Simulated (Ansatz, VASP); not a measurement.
**HfO2: VASP beside Ansatz**

```
Hf O
1.0
     0.00000    2.52226    2.52226
     2.52226    0.00000    2.52226
     2.52226    2.52226    0.00000
Hf O
1 2
Cartesian
  0.0000 0.0000 0.0000
  3.7834 3.7834 3.7834
  1.2611 1.2611 1.2611
```

Alike in both runs: task single point; functional PBEsol; k mesh 12 × 12 × 12; occupations gaussian, width 0.02 eV; no spin polarisation.

|  | VASP | Ansatz |
| --- | --- | --- |
| version | VASP 6.6.1 | Ansatz 0.2.0 |
| potentials or method | VASP PAW PBE potentials, release 64 (Hf_pv, O), cutoff 600 eV | scalar-relativistic, plane waves, PAW |
| valence electrons in the cell | 22 | 38 |

VASP gave:

* gap on the k mesh at the Fermi level (eV): 3.71
* least direct gap on the mesh (eV): 3.71
* pressure (GPa): -4.0

Question: Which values does Ansatz return?

Answer: gap on the k mesh at the Fermi level (eV): 3.69; least direct gap on the mesh (eV): 3.69; pressure (GPa): 0.0.

VASP's potentials were made for PBE, not for PBEsol, and Ansatz warns of the same on its side. One of these differences is far larger than is usual between the two programs; its cause wasn't traced. VASP's potentials hold 22 valence electrons a cell and Ansatz's 38, so a difference there can come from the potentials and not from the codes.

Spin-orbit coupling is off throughout.
